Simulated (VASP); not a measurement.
# CdTeSe4 (P6/mmm) in VASP: further runs, part 2 of 2

VASP 6.6.1. Earlier steps stand in the parts before.

## (3) Single point, PBE

This run uses another cell than the first one, of 34.40 Å³/atom.

File INCAR:

```
PREC = Accurate
ENCUT = 520
EDIFF = 1E-7
ISMEAR = 0
SIGMA = 0.1
LREAL = F
LASPH = T
NELM = 60
ALGO = Normal
ISIF = 2
LWAVE = F
LCHARG = T
GGA = PE
LELF = T
LVHAR = T
NBANDS = 30
```

File KPOINTS:

```
Automatic mesh
0
Gamma
  6 6 2
```

File POSCAR:

```
CdTeSe4
1.0
    5.5741751300      0.0000000000      0.0000000000
   -2.7870875700      4.8273772700      0.0000000000
    0.0000000000      0.0000000000      7.6706707100
Cd Te Se
1 1 4
Direct
    0.0000000000      0.0000000000      0.0000000000
    0.0000000000      0.0000000000      0.5000000000
    0.3333333300      0.6666666700      0.7053847700
    0.6666666700      0.3333333300      0.7053847700
    0.6666666700      0.3333333300      0.2946152300
    0.3333333300      0.6666666700      0.2946152300
```

Potentials or basis: VASP PAW PBE potentials, release 64 (Cd, Te, Se).

Started as:

```console
$ cat potpaw_PBE.64/Cd/POTCAR potpaw_PBE.64/Te/POTCAR potpaw_PBE.64/Se/POTCAR > POTCAR
$ mpirun -np 1 vasp_std > vasp.out
```

OUTCAR:

```text
PREC = Accurate
   ENCUT = 520
   EDIFF = 1E-7
   ISMEAR = 0
   LREAL = F
   LASPH = T
   NELM = 60
   ISIF = 2
   GGA = PE

 ion  position               nearest neighbor table
   1  0.000  0.000  0.000-
   2  0.000  0.000  0.500-
   3  0.333  0.667  0.705-
   4  0.667  0.333  0.705-
   5  0.667  0.333  0.295-
   6  0.333  0.667  0.295-

  LATTYP: Found a hexagonal cell.
 ALAT       =     5.5741751300
 C/A-ratio  =     1.3761086674

  Lattice vectors:

 A1 = (   5.5741751300,   0.0000000000,   0.0000000000)
 A2 = (  -2.7870875700,   4.8273772700,   0.0000000000)
 A3 = (   0.0000000000,   0.0000000000,   7.6706707100)

Analysis of symmetry for initial positions (statically):
=====================================================================
 Subroutine PRICEL returns:
 Original cell was already a primitive cell.

 Routine SETGRP: Setting up the symmetry group for a
 hexagonal supercell.

 Subroutine GETGRP returns: Found 24 space group operations
 (whereof 24 operations were pure point group operations)
 out of a pool of 24 trial point group operations.

The static configuration has the point symmetry D_6h.

Analysis of symmetry for dynamics (positions and initial velocities):
=====================================================================
 Subroutine PRICEL returns:
 Original cell was already a primitive cell.

 Routine SETGRP: Setting up the symmetry group for a
 hexagonal supercell.

 Subroutine GETGRP returns: Found 24 space group operations
 (whereof 24 operations were pure point group operations)
 out of a pool of 24 trial point group operations.

The dynamic configuration has the point symmetry D_6h.

 Subroutine INISYM returns: Found 24 space group operations
 (whereof 24 operations are pure point group operations),
 and found     1 'primitive' translations

----------------------------------------------------------------------------------------

                                     Primitive cell

  volume of cell :     206.4074

  direct lattice vectors                    reciprocal lattice vectors
     5.574175130  0.000000000  0.000000000     0.179398741  0.103575912  0.000000000
    -2.787087570  4.827377270  0.000000000     0.000000000  0.207151823  0.000000000
     0.000000000  0.000000000  7.670670710     0.000000000  0.000000000  0.130366696

  length of vectors
     5.574175130  5.574175134  7.670670710     0.207151823  0.207151823  0.130366696

  position of ions in fractional coordinates (direct lattice)
     0.000000000  0.000000000  0.000000000
     0.000000000  0.000000000  0.500000000
     0.333333330  0.666666670  0.705384770
     0.666666670  0.333333330  0.705384770
     0.666666670  0.333333330  0.294615230
     0.333333330  0.666666670  0.294615230

  ion indices of the primitive-cell ions
   primitive index   ion index
                 1           1
                 2           2
                 3           3
                 4           4
                 5           5
                 6           6

[... 31 lines left out ...]
  0.500000  0.000000  0.000000      3.000000
  0.166667  0.166667  0.000000      6.000000
  0.333333  0.166667  0.000000     12.000000
  0.333333  0.333333  0.000000      2.000000
  0.000000  0.000000  0.500000      1.000000
  0.166667  0.000000  0.500000      6.000000
  0.333333 -0.000000  0.500000      6.000000
  0.500000  0.000000  0.500000      3.000000
  0.166667  0.166667  0.500000      6.000000
  0.333333  0.166667  0.500000     12.000000
  0.333333  0.333333  0.500000      2.000000
   k-points           NKPTS =     14   k-points in BZ     NKDIM =     14   number of bands    NBANDS=     30
   number of dos      NEDOS =    301   number of ions     NIONS =      6
   total plane-waves  NPLWV = 105840
   dimension x,y,z NGX =    42 NGY =   42 NGZ =   60
   dimension x,y,z NGXF=    84 NGYF=   84 NGZF=  120
   ions per type =               1   1   4
   NGX,Y,Z   is equivalent  to a cutoff of  12.53, 12.53, 13.00 a.u.
   NGXF,Y,Z  is equivalent  to a cutoff of  25.05, 25.05, 26.01 a.u.
 SYSTEM =  unknown system
   PREC   = accura    normal or accurate (medium, high low for compatibility)
   ISTART =      0    job   : 0-new  1-cont  2-samecut
   ICHARG =      2    charge: 1-file 2-atom 10-const
   ISPIN  =      1    spin polarized calculation?
   LNONCOLLINEAR =      F non collinear calculations
   LSORBIT =      F    spin-orbit coupling
   LASPH  =      T    aspherical Exc in radial PAW
   ENCUT  =  520.0 eV  38.22 Ry    6.18 a.u.  10.36 10.36 14.26*2*pi/ulx,y,z
   NELM   =     60;   NELMIN=  2; NELMDL= -5     # of ELM steps
   EDIFF  = 0.1E-06   stopping-criterion for ELM
   LREAL  =      F    real-space projection
   EDIFFG = 0.1E-05   stopping-criterion for IOM
   NSW    =      0    number of steps for IOM
   IBRION =     -1    ionic relax: 0-MD 1-quasi-New 2-CG
   NFREE  =      0    steps in history (QN), initial steepest desc. (CG)
   ISIF   =      2    stress and relaxation
   ISYM   =      2    0-nonsym 1-usesym 2-fastsym
   POTIM  = 0.5000    time-step for ionic-motion
   TEBEG  =    0.0;   TEEND  =   0.0 temperature during run
   PSTRESS=    0.0 pullay stress
   NELECT =      42.0000    total number of electrons
   NUPDOWN=      -1.0000    fix difference up-down
   EMIN   =  10.00;   EMAX   =-10.00  energy-range for DOS
   EFERMI =   0.00;   METHOD = LEGACY
   ISMEAR =     0;   SIGMA  =   0.10  broadening in eV -4-tet -1-fermi 0-gaus
   EFERMI_NEDOS =   21; number of points for ismear=-14 and -15
   IALGO  =     38    algorithm
   IMIX   =      4    mixing-type and parameters
     AMIX     =   0.40;   BMIX     =  1.00
     AMIX_MAG =   1.60;   BMIX_MAG =  1.00
  volume/ion in A,a.u.               =      34.40       232.15
  Fermi-wavevector in a.u.,A,eV,Ry     =   0.962904  1.819624 12.615098  0.927184
  Thomas-Fermi vector in A             =   2.092403
   LORBIT       =      0    0 simple, 1 ext, 2 COOP (PROOUT), +10 PAW based schemes
   GGA     = PE    functional components
   LHFCALC =     F    Hartree Fock is set to
   AEXX    =    0.0000 exact exchange contribution
   IVDW    =     0    specifies the selected vdW correction
   LEPSILON=     F    determine dielectric tensor
   LRPA    =     F    only Hartree local field effects (RPA)
 non-spin polarized calculation
 Gauss-broadening in eV      SIGMA  =   0.10
  energy-cutoff  :      520.00
  volume of cell :      206.41
 maximum number of plane-waves:      5584
 NGX is ok and might be reduce to    42
   NGX = 21   NGY = 21   NGZ = 29

 number of electron      42.0000000 magnetization

 Free energy of the ion-electron system (eV)
  ---------------------------------------------------
  ext. energy  EPLUGINS =         0.00000000
  ---------------------------------------------------
  free energy    TOTEN  =       -13.12865533 eV

  energy without entropy =      -13.07703553  energy(sigma->0) =      -13.10284543

 E-fermi :   1.4281     XC(G=0):  -8.4257

 val. band max:        1.4062007016   @ k =   0.3333   0.1667   0.0000
 cond. band min:       1.4505350793   @ k =   0.3333   0.1667   0.5000
 fundamental gap:      0.0443343777
 Fermi energy:         1.4280570729

 k-point     1 :       0.0000    0.0000    0.0000
  band No.  band energies     occupation
      1     -11.9504      2.00000
      2     -11.1728      2.00000
      3     -10.2860      2.00000
      4      -9.7383      2.00000
      5      -8.8311      2.00000
      6      -6.2556      2.00000
[... 451 lines left out ...]
     29       6.0879      0.00000
     30       8.9540      0.00000

------------------------ aborting loop because EDIFF is reached ----------------------------------------

  FORCE on cell =-STRESS in cart. coord.  units (eV):
  Direction    XX          YY          ZZ          XY          YZ          ZX
  --------------------------------------------------------------------------------------
  -------------------------------------------------------------------------------------
  Total      -11.4532048    -11.4532048     -6.3356899      0.0000000      0.0000000      0.0000000
  in kB      -88.9021814    -88.9021815    -49.1789556      0.0000001      0.0000000      0.0000000
  external PRESSURE =     -75.6611062 kB  Pullay stress =       0.0000000 kB

 VOLUME and BASIS-vectors are now :
 -----------------------------------------------------------------------------
  energy-cutoff  :      520.00
  volume of cell :      206.41
      direct lattice vectors                 reciprocal lattice vectors
     5.574175130  0.000000000  0.000000000     0.179398741  0.103575912  0.000000000
    -2.787087570  4.827377270  0.000000000     0.000000000  0.207151823  0.000000000
     0.000000000  0.000000000  7.670670710     0.000000000  0.000000000  0.130366696

 POSITION                                       TOTAL-FORCE (eV/Angst)
 -----------------------------------------------------------------------------------
      0.00000      0.00000      0.00000         0.000000      0.000000      0.000000
      0.00000      0.00000      3.83534         0.000000      0.000000      0.000000
     -0.00000      3.21825      5.41077        -0.000000      0.000000     -0.388641
      2.78709      1.60913      5.41077         0.000000     -0.000000     -0.388641
      2.78709      1.60913      2.25990         0.000000     -0.000000      0.388641
     -0.00000      3.21825      2.25990        -0.000000      0.000000      0.388641
 -----------------------------------------------------------------------------------
    total drift:                                0.000000     -0.000000     -0.000000

  FREE ENERGIE OF THE ION-ELECTRON SYSTEM (eV)
  ---------------------------------------------------
  free  energy   TOTEN  =       -13.1286553302 eV

  energy  without entropy=      -13.0770355323  energy(sigma->0) =      -13.10284543
```

OSZICAR:

```text
N       E                     dE             d eps       ncg     rms          rms(c)
DAV:   1     0.233647309310E+03    0.23365E+03   -0.17246E+04   840   0.117E+03
DAV:   2     0.511699914536E+01   -0.22853E+03   -0.22269E+03  1076   0.228E+02
DAV:   3    -0.132943510338E+02   -0.18411E+02   -0.18036E+02   938   0.638E+01
DAV:   4    -0.135602063428E+02   -0.26586E+00   -0.26511E+00   990   0.818E+00
DAV:   5    -0.135638456433E+02   -0.36393E-02   -0.36391E-02   976   0.921E-01    0.553E+00
DAV:   6    -0.133620777553E+02    0.20177E+00   -0.42960E+00   888   0.446E+00    0.392E+00
DAV:   7    -0.131421940095E+02    0.21988E+00   -0.11578E+00   882   0.253E+00    0.305E+00
DAV:   8    -0.131282589919E+02    0.13935E-01   -0.73580E-02   954   0.124E+00    0.911E-01
DAV:   9    -0.131282116858E+02    0.47306E-04   -0.80353E-03   954   0.365E-01    0.358E-01
DAV:  10    -0.131286318170E+02   -0.42013E-03   -0.84008E-04   960   0.117E-01    0.166E-01
DAV:  11    -0.131286701515E+02   -0.38334E-04   -0.34553E-04   930   0.591E-02    0.473E-02
DAV:  12    -0.131286557677E+02    0.14384E-04   -0.99742E-05   942   0.299E-02    0.863E-03
DAV:  13    -0.131286551140E+02    0.65373E-06   -0.77312E-06   966   0.924E-03    0.196E-03
DAV:  14    -0.131286552391E+02   -0.12509E-06   -0.65103E-07   940   0.359E-03    0.137E-03
DAV:  15    -0.131286553302E+02   -0.91110E-07   -0.83688E-08   598   0.121E-03
   1 F= -.13128655E+02 E0= -.13102845E+02  d E =-.516198E-01
```

Wall time 1.9 min (1 thread of Intel Xeon Platinum 8488C (Sapphire Rapids), shared host); peak memory 0.35 GiB.

What came out:

```
Free energy            : -13.1287 eV
Pressure               : -7.6 GPa
Largest force          : 0.389 eV/Å
Band gap on the k mesh : zero (bands 21 and 22 overlap by 0.55 eV)
```

Forces on the atoms (eV/Å):
```
Cd   0.000  0.000  0.000
Te   0.000  0.000  0.000
Se   0.000  0.000 -0.389
Se   0.000  0.000 -0.389
Se   0.000  0.000  0.389
Se   0.000  0.000  0.389
```

Caveat: the k points lie up to 0.41 Å⁻¹ apart, too coarse for converged energies and pressures of a metal; semilocal functionals underestimate gaps, so a narrow gap can read as zero; spin-orbit coupling is left out, which moves the levels of the heavy elements.

## (4) Single point, PBE

This run uses another cell than the first one, of 24.00 Å³/atom.

File INCAR:

```
SYSTEM = CdTeSe4
  ALGO = Normal
  EDIFF = 1E-7
  ENCUT = 520
  GGA = PE
  ISIF = 2
  ISMEAR = 0
  LASPH = .TRUE.
  LCHARG = .TRUE.
  LELF = .TRUE.
  LREAL = .FALSE.
  LVHAR = .TRUE.
  LWAVE = .FALSE.
  NBANDS = 30
  NELM = 80
  PREC = Accurate
  SIGMA = 0.1
```

File KPOINTS:

```
k-points
0
G
  12 12 6
  0 0 0
```

File POSCAR:

```
CdTeSe4
1.0
    4.7634960723      0.0000000000      0.0000000000
   -2.3817480362      4.1253086094      0.0000000000
    0.0000000000      0.0000000000      7.3276178618
Cd Te Se
1 1 4
Direct
    0.0000000000      0.0000000000      0.0000000000
    0.0000000000      0.0000000000      0.5000000000
    0.3333333333      0.6666666667      0.7498245937
    0.6666666667      0.3333333333      0.7498245937
    0.6666666667      0.3333333333      0.2501754063
    0.3333333333      0.6666666667      0.2501754063
```

Started as:

```console
$ cat potpaw_PBE.64/Cd/POTCAR potpaw_PBE.64/Te/POTCAR potpaw_PBE.64/Se/POTCAR > POTCAR
$ mpirun -np 1 vasp_std > vasp.out
```

It took 4.3 min on 1 thread of Intel Xeon Platinum 8488C (Sapphire Rapids), shared host; peak memory 0.46 GiB.

Results (log left out):

* Free energy: -15.6429 eV
* Pressure: 0.0 GPa
* Largest force: 0.012 eV/Å
* Band gap on the k mesh: zero (bands 21 and 22 overlap by 1.31 eV)

Forces on the atoms (eV/Å):
```
Cd   0.000  0.000  0.000
Te   0.000  0.000  0.000
Se   0.000  0.000 -0.012
Se   0.000  0.000 -0.012
Se   0.000  0.000  0.012
Se   0.000  0.000  0.012
```

Levels at points of the mesh, in eV from the Fermi level:
```tsv
k point	band 18	band 19	band 20	band 21	band 22	band 23	band 24	band 25
(0.00, 0.00, 0.00)	-2.87	-1.22	-0.93	-0.43	-0.43	0.62	0.99	1.05
(0.50, 0.00, 0.00)	-0.84	-0.65	-0.58	0.55	0.58	0.60	1.20	1.48
(0.00, 0.00, 0.50)	-2.74	-2.01	-1.15	-1.15	-0.27	-0.23	1.94	1.94
(0.50, 0.00, 0.50)	-1.61	-0.51	0.05	0.23	0.33	0.87	1.57	1.71
```

Caveat: spin-orbit coupling is left out, which moves the levels of the heavy elements.

## (5) Relaxation of cell and atoms, PBE

This run uses another cell than the first one, of 34.40 Å³/atom.

File INCAR:

```
SYSTEM = CdTeSe4
PREC = Accurate
ENCUT = 600
EDIFF = 1E-7
ISMEAR = 0
SIGMA = 0.1
LREAL = .False.
LASPH = .True.
NELM = 60
ALGO = Normal
ISIF = 3
LWAVE = .False.
LCHARG = .False.
GGA = PE
IBRION = 2
NSW = 90
EDIFFG = -0.04
```

File KPOINTS:

```
regular mesh
0
Gamma
  6 6 2
  0 0 0
```

File POSCAR:

```
CdTeSe4
1.0
    5.5741751300      0.0000000000      0.0000000000
   -2.7870875700      4.8273772700      0.0000000000
    0.0000000000      0.0000000000      7.6706707100
Cd Te Se
1 1 4
Direct
    0.0000000000      0.0000000000      0.0000000000
    0.0000000000      0.0000000000      0.5000000000
    0.3333333300      0.6666666700      0.7053847700
    0.6666666700      0.3333333300      0.7053847700
    0.6666666700      0.3333333300      0.2946152300
    0.3333333300      0.6666666700      0.2946152300
```

Started as:

```console
$ cat potpaw_PBE.64/Cd/POTCAR potpaw_PBE.64/Te/POTCAR potpaw_PBE.64/Se/POTCAR > POTCAR
$ mpirun -np 1 vasp_std > vasp.out
```

It took 16 min on 1 thread of Intel Xeon Platinum 8488C (Sapphire Rapids), shared host; peak memory 0.47 GiB.

Results (log left out):

```yaml
Free_energy: -15.6945 eV
Relaxed_volume: 24.18 Å³/atom
Relaxed_cell: a = 4.721 Å, b = 4.721 Å, c = 7.516 Å, α = 90.00°, β = 90.00°, γ = 120.00°
Space_group_after_relaxing_to_0.1_Å: P6/mmm (No. 191)
Energy_gained_by_relaxing: 427.7 meV/atom
Ionic_steps: 18
Pressure_after_relaxing: 0.1 GPa
Largest_force_after_relaxing: 0.008 eV/Å
Band_gap_on_the_k_mesh: zero (bands 21 and 22 overlap by 1.19 eV)
```

Forces in eV/Å, atoms in the order of the input:
```
Cd   0.000  0.000  0.000
Te   0.000  0.000  0.000
Se   0.000  0.000  0.008
Se   0.000  0.000  0.008
Se   0.000  0.000 -0.008
Se   0.000  0.000 -0.008
```

Stress tensor (GPa, compression positive):
```
0.19 0.00 0.00
0.00 0.19 0.00
0.00 0.00 0.00
```

Step by step:
| step | energy change (eV) | largest force (eV/Å) | pressure (GPa) | volume (Å³) |
| --- | --- | --- | --- | --- |
| 1 | 0.0000 | 0.3886 | -7.58 | 206.41 |
| 2 | -1.8462 | 0.3689 | -2.86 | 161.40 |
| 3 | -1.9598 | 0.6506 | -0.13 | 152.05 |
| 4 | -1.9612 | 0.6842 | 0.24 | 151.02 |
| 5 | -2.1103 | 0.6043 | 0.66 | 149.33 |
| 6 | -2.3144 | 0.4691 | 3.24 | 143.75 |
| 7 | -2.4063 | 0.3464 | 1.53 | 147.55 |
| 8 | -2.4475 | 0.1821 | -0.27 | 152.54 |
| 9 | -2.4656 | 0.1862 | -0.40 | 152.18 |
| 10 | -2.5053 | 0.1727 | -0.73 | 151.02 |
| 11 | -2.5159 | 0.1536 | -1.24 | 148.47 |
| 12 | -2.5232 | 0.1565 | -1.06 | 149.51 |
| 13 | -2.5392 | 0.1563 | -0.33 | 146.85 |
| 14 | -2.5433 | 0.1554 | 0.35 | 144.61 |
| 15 | -2.5497 | 0.1311 | 0.31 | 144.68 |
| 16 | -2.5626 | 0.0645 | 0.19 | 144.91 |
| 17 | -2.5597 | 0.0735 | 0.11 | 145.33 |
| 18 | -2.5662 | 0.0082 | 0.13 | 145.09 |

Final structure:
```cif
data_structure
_symmetry_space_group_name_H-M 'P 1'
_symmetry_Int_Tables_number 1
_cell_length_a 4.7214
_cell_length_b 4.7214
_cell_length_c 7.5155
_cell_angle_alpha 90.000
_cell_angle_beta 90.000
_cell_angle_gamma 120.000
_cell_volume 145.09
loop_
_atom_site_label
_atom_site_type_symbol
_atom_site_fract_x
_atom_site_fract_y
_atom_site_fract_z
_atom_site_occupancy
Cd1 Cd 0.00000 0.00000 0.00000 1
Te1 Te 0.00000 0.00000 0.50000 1
Se1 Se 0.33333 0.66667 0.74813 1
Se2 Se 0.66667 0.33333 0.74813 1
Se3 Se 0.66667 0.33333 0.25187 1
Se4 Se 0.33333 0.66667 0.25187 1
```

Levels at points of the mesh, in eV from the Fermi level:
```tsv
k point	band 18	band 19	band 20	band 21	band 22	band 23	band 24	band 25
(0.00, 0.00, 0.00)	-2.94	-1.10	-0.97	-0.51	-0.51	0.55	0.82	1.00
(0.50, 0.00, 0.00)	-0.94	-0.84	-0.62	0.46	0.51	0.62	1.14	1.56
(0.00, 0.00, 0.50)	-2.77	-1.99	-1.14	-1.14	-0.30	-0.18	1.80	2.20
(0.50, 0.00, 0.50)	-1.70	-0.66	0.07	0.15	0.39	0.81	1.62	1.77
```

Caveat: the k points lie up to 0.42 Å⁻¹ apart in the final cell, too coarse for converged energies and pressures of a metal; the volume moved by over 15 % at a fixed basis, so the end points are rough; spin-orbit coupling is left out, which moves the levels of the heavy elements.

## (6) The runs side by side

```csv
task,cell,k mesh,cutoff (eV),gap on the mesh (eV),pressure (GPa),largest force (eV/Å)
single point,"a = 4.718, b = 4.718, c = 7.494 Å, angles 90.0, 90.0, 120.0°, 6 atoms, atomic positions A",6 × 6 × 2,520,none,0.3,0.01
single point,"a = 5.574, b = 5.574, c = 7.671 Å, angles 90.0, 90.0, 120.0°, 6 atoms, atomic positions B",6 × 6 × 2,520,none,-7.6,0.39
single point,"a = 4.763, b = 4.763, c = 7.328 Å, angles 90.0, 90.0, 120.0°, 6 atoms, atomic positions C",12 × 12 × 6,520,none,0.0,0.01
relaxation of cell and atoms,"relaxed from a = 5.574, b = 5.574, c = 7.671 Å, angles 90.0, 90.0, 120.0°, 6 atoms, atomic positions B",6 × 6 × 2,600,none,0.1,0.01
```

Alike in all rows: level PBE; potentials or basis VASP PAW PBE potentials, release 64 (Cd, Te, Se); no spin polarisation; smearing gaussian 0.1 eV.

Caveats: some runs use coarse meshes; spin-orbit coupling is left out, which moves the levels of the heavy elements; semilocal functionals underestimate gaps, so a narrow gap can read as zero (at least some runs); the volume moved by over 15 % at a fixed basis, so the end points are rough (at least some runs).

Absolute energies hang on the potentials; compare differences alone.
